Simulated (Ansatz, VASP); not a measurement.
One calculation of IrO, two programs

```xyz
2
Lattice="3.0671 0.0000 0.0000 0.0000 3.0671 0.0000 0.0000 0.0000 3.0671" Properties=species:S:1:pos:R:3 pbc="T T T"
Ir    0.0000    0.0000    0.0000
O     1.5335    1.5335    1.5335
```

Alike in both runs: task single point; functional PBE; k mesh 14 × 14 × 14; occupations gaussian, width 0.1 eV; collinear spin.

|  | VASP | Ansatz |
| --- | --- | --- |
| version | VASP 6.6.1 | Ansatz 0.2.0 |
| potentials or method | VASP PAW PBE potentials, release 64 (Ir, O), cutoff 520 eV | scalar-relativistic, plane waves, PAW |
| valence electrons in the cell | 15 | 23 |

VASP gave:

```
gap on the k mesh at the Fermi level (eV)                     : none
net moment per atom (μB)                                      : 0.25
size of the moment on the site where the two differ most (μB) : 0.40
```

Which values does Ansatz return?

gap on the k mesh at the Fermi level (eV): none; net moment per atom (μB): 0.00; size of the moment on the site where the two differ most (μB): 0.00.

The net moments are unlike, so the other rows may belong to different states. Site moments also hang on the region over which each program counts them. A gap of «none» marks a metal or a gap that the smearing closes. VASP's potentials hold 15 valence electrons a cell and Ansatz's 23, so a difference there can come from the potentials and not from the codes. Ansatz's warnings: seeded moment not kept.

Spin-orbit coupling is off throughout.
